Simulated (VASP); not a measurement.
**WC: single point with PBEsol**

The system is WC.

```
W C
1.0
     2.90050   -0.01450   -0.01450
    -1.46281    2.51916   -0.00531
    -0.01414   -0.01414    2.82900
W C
1 1
Cartesian
  0.0000 0.0000 0.0000
  1.4390 0.8230 1.4031
```

This cell differs from its parent crystal: equal xy, yz and zx shear strains of -1 %.

```yaml
Program: VASP 6.6.1
Task: single point
Functional: PBEsol
Potentials_or_basis: VASP PAW PBE potentials, release 64 (W_sv, C)
Cutoff: 520 eV
k_mesh: 13 × 13 × 12
Occupations: fermi-dirac, width 0.05 eV
Spin: no spin polarisation
```

```json
{
  "Pressure": "0.6 GPa",
  "Largest force": "0.065 eV/Å",
  "Band gap on the k mesh": "zero (bands 9 and 10 overlap by 1.17 eV)"
}
```

Forces in eV/Å, atoms in the order of the input:
```
W   -0.065  0.000 -0.006
C    0.065  0.000  0.006
```

Stress tensor (GPa, compression positive):
```
0.60 2.49 3.25
2.49 0.61 3.25
3.25 3.25 0.51
```

Levels at points of the mesh, in eV from the Fermi level:
| k point | band 7 | band 8 | band 9 | band 10 | band 11 | band 12 |
| --- | --- | --- | --- | --- | --- | --- |
| (0.00, 0.00, 0.00) | -3.46 | -3.29 | 0.11 | 3.22 | 3.26 | 5.65 |
| (0.00, 0.00, 0.50) | -2.06 | -2.02 | -0.71 | -0.52 | 3.72 | 4.47 |

It took 3.8 min on 1 thread of AMD EPYC 7R43 64-Core Processor (Zen 3), on a shared host, peak memory 0.38 GiB.

Caveat: the cell differs from its parent crystal (equal xy, yz and zx shear strains of -1 %); the PAW data sets were made with another functional, which shifts forces and pressure a little; spin-orbit coupling is left out, which moves the levels of the heavy elements.
